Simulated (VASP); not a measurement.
Write the native input for VASP 6.6.1 that does the following.

```yaml
Task: single point
Functional: PBEsol
Potentials_or_basis: VASP PAW PBE potentials, release 64 (Al, Ni)
Cutoff: 520 eV
k_mesh: 20 × 20 × 20
Occupations: gaussian, width 0.15 eV
Spin: no spin polarisation
Dipole_correction: no
Further_INCAR_settings: ALGO = Fast; EDIFF = 1e-06; NBANDS = 14
```

The structure of AlNi lies in POSCAR:

```
AlNi
1.0
    2.4328407189      0.0000000000      0.0000000000
    0.0000000000      2.4328407189      0.0000000000
    0.0000000000      0.0000000000      2.8621655516
Al Ni
1 1
Direct
    0.0000000000      0.0000000000      0.0000000000
    0.5000000000      0.5000000000      0.5000000000
```

This cell differs from its parent crystal: strain -0.1500 x Voigt [1, 1, 0, 0, 0, 0].

One way to write it, as run:

INCAR

```
PREC = Accurate
ENCUT = 520
EDIFF = 1E-6
ISMEAR = 0
SIGMA = 0.15
LREAL = F
LASPH = T
NELM = 80
ALGO = Fast
ISIF = 2
LWAVE = F
LCHARG = F
GGA = PS
NBANDS = 14
```

KPOINTS

```
regular mesh
0
Gamma
  20 20 20
```

Potentials or basis: VASP PAW PBE potentials, release 64 (Al, Ni).

Command:

```bash
$ cat potpaw_PBE.64/Al/POTCAR potpaw_PBE.64/Ni/POTCAR > POTCAR
$ mpirun -np 1 vasp_std > vasp.out
```

Results of the run:

```
Pressure : 115.7 GPa
```

Caveat: the cell differs from its parent crystal (strain -0.1500 x Voigt [1, 1, 0, 0, 0, 0]); the PAW data sets were made with another functional, which shifts forces and pressure a little.

Run time: 100 s on 1 thread of Intel Xeon 6975P-C, on a shared host, peak memory 0.28 GiB.
